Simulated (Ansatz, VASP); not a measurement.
YCo7: VASP beside Ansatz

```
CELL_PARAMETERS angstrom
5.95703 0.03988 -0.09982
0.03988 5.95069 0.04542
-0.09982 0.04542 6.28073
ATOMIC_POSITIONS crystal
Co 0.78130 0.17109 0.49788
Co 0.82513 0.51780 0.87141
Co 0.91522 0.85661 0.28077
Co 0.47969 0.67475 0.89114
Co 0.67659 0.68985 0.53247
Co 0.46841 0.36354 0.65512
Co 0.31505 0.81076 0.42414
Co 0.48345 0.55990 0.25751
Co 0.95678 0.21168 0.17061
Co 0.20599 0.42269 0.88557
Co 0.07866 0.49688 0.54599
Co 0.51340 0.96319 0.70266
Co 0.18359 0.15685 0.45993
Co 0.11291 0.58843 0.16143
Y 0.51783 0.11391 0.11740
Y 0.05691 0.93664 0.84647
```

Alike in both runs: task single point; functional PBE; k mesh 4 × 4 × 4; occupations fermi-dirac, width 0.1594 eV; no spin polarisation.

```csv
,VASP,Ansatz
version,VASP 6.6.1,Ansatz 0.2.0
potentials or method,"VASP PAW PBE potentials, release 64 (Co, Y_sv), cutoff 520 eV","scalar-relativistic, plane waves, PAW"
valence electrons in the cell,148,260
```

|  | VASP | Ansatz | Ansatz less VASP |
| --- | --- | --- | --- |
| gap on the k mesh at the Fermi level (eV) | none | none | - |
| rms of the force components (eV/Å) | 0.963 | 0.989 | +0.0256 |

Atom by atom the forces differ by 0.028 eV/Å (rms over components). A gap of «none» marks a metal or a gap that the smearing closes. VASP's potentials hold 148 valence electrons a cell and Ansatz's 260, so a difference there can come from the potentials and not from the codes.
